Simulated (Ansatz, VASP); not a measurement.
# Two plane-wave programs on BaIn3P3

File INCAR:

```
SYSTEM = BaIn3P3
ALGO = Normal ; EDIFF = 1E-6
ENCUT = 520 ; GGA = PE
ISIF = 2 ; ISMEAR = 0
LASPH = .True. ; LCHARG = .False.
LREAL = .False. ; LWAVE = .False.
NBANDS = 41 ; NELM = 100
PREC = Accurate ; SIGMA = 0.1
```

Contents of KPOINTS:

```
k-points
0
Gamma
  6 6 6
  0 0 0
```

POSCAR

```
BaIn3P3
1.0
    6.0544511167      0.0000000000      0.0000000000
    0.0000000000      6.0544511167      0.0000000000
    0.0000000000      0.0000000000      6.0544511167
Ba In P
1 3 3
Direct
    0.5000000000      0.5000000000      0.5000000000
    0.5000000000      0.5000000000      0.0000000000
    0.0000000000      0.5000000000      0.5000000000
    0.5000000000      0.0000000000      0.5000000000
    0.5000000000      0.0000000000      0.0000000000
    0.0000000000      0.5000000000      0.0000000000
    0.0000000000      0.0000000000      0.5000000000
```

Input for Ansatz:

```yaml
crystal:
  lattice:
    - [6.0544511167, 0.0, 0.0]
    - [0.0, 6.0544511167, 0.0]
    - [0.0, 0.0, 6.0544511167]
  atoms:
    - { symbol: Ba, position: [0.5, 0.5, 0.5] }
    - { symbol: In, position: [0.5, 0.5, 0.0] }
    - { symbol: In, position: [0.0, 0.5, 0.5] }
    - { symbol: In, position: [0.5, 0.0, 0.5] }
    - { symbol: P, position: [0.5, 0.0, 0.0] }
    - { symbol: P, position: [0.0, 0.5, 0.0] }
    - { symbol: P, position: [0.0, 0.0, 0.5] }
basis:
  ecutwfc: 420
kpoints:
  mp_grid: { grid: [6, 6, 6] }
  band_path:
    path:
      - [[0.0, 0.0, 0.0], [0.0, 0.5, 0.0], [0.5, 0.5, 0.0], [0.0, 0.0, 0.0], [0.5, 0.5, 0.5], [0.0, 0.5, 0.0]]
      - [[0.5, 0.5, 0.5], [0.5, 0.5, 0.0]]
    npoints: 14
hamiltonian:
  xc: pbe
scf:
  occupations: { method: gaussian, width: 0.1 }
  n_extra_bands: 17
output:
  forces: true
  stress: true
  eigenvalues: true
  populations: true
  dos: { projected: true, de: 0.02, nscf_kmesh: { grid: [8, 8, 8] } }
  bader: true
  write_density: true
  write_potential: true
  elf: true
  volumetric_format: npy
```

Alike in both runs: task single point; functional PBE; k mesh 6 × 6 × 6; occupations gaussian, width 0.1 eV; no spin polarisation.

|  | VASP | Ansatz |
| --- | --- | --- |
| version | VASP 6.6.1 | Ansatz 0.2.0 |
| potentials or method | VASP PAW PBE potentials, release 64 (Ba_sv, In_d, P), cutoff 520 eV | scalar-relativistic, plane waves, PAW |
| valence electrons in the cell | 64 | 64 |

```csv
,VASP,Ansatz,Ansatz less VASP
gap on the k mesh at the Fermi level (eV),none,none,-
pressure (GPa),0.2,0.0,-0.15
```

A gap of «none» marks a metal or a gap that the smearing closes.

Neither program's run includes spin-orbit coupling.
